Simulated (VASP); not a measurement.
Rh, 1 atom in the cell. Symmetry: Fm-3m, No. 225, cubic system. Conventional cell: a = 3.802 Å, b = 3.802 Å, c = 3.802 Å, α = 90.00°, β = 90.00°, γ = 90.00°. Rh (site symmetry m-3m) has 12 Rh at 2.69 Å within 3.5 Å. 

```yaml
Program: VASP 6.6.1
Task: single point
Functional: r2SCAN
Potentials_or_basis: VASP PAW PBE potentials, release 64 (Rh_sv_GW)
Cutoff: 580 eV
k_mesh: 14 × 14 × 14
Occupations: gaussian, width 0.6 eV
Spin: no spin polarisation
Dipole_correction: no
Second_run: valence_matched
Further_INCAR_settings: ALGO = Normal; EDIFF = 1e-06; NBANDS = 14
```

Potentials or basis: VASP PAW PBE potentials, release 64 (Rh_sv_GW).

Run with:

```console
$ cat potpaw_PBE.64/Rh_sv_GW/POTCAR > POTCAR
$ cp INCAR.step1 INCAR
$ mpirun -np 1 vasp_std > vasp.out
$ cp INCAR.step2 INCAR
$ mpirun -np 1 vasp_std > vasp.out
```

Hardware: 1 thread of Intel(R) Xeon(R) 6975P-C (Granite Rapids), with other jobs on the host.

How long does it take, and how much memory?

It took 36 s on 1 thread of Intel(R) Xeon(R) 6975P-C (Granite Rapids), with other jobs on the host, peak memory 0.17 GiB. Counts: k points 104.
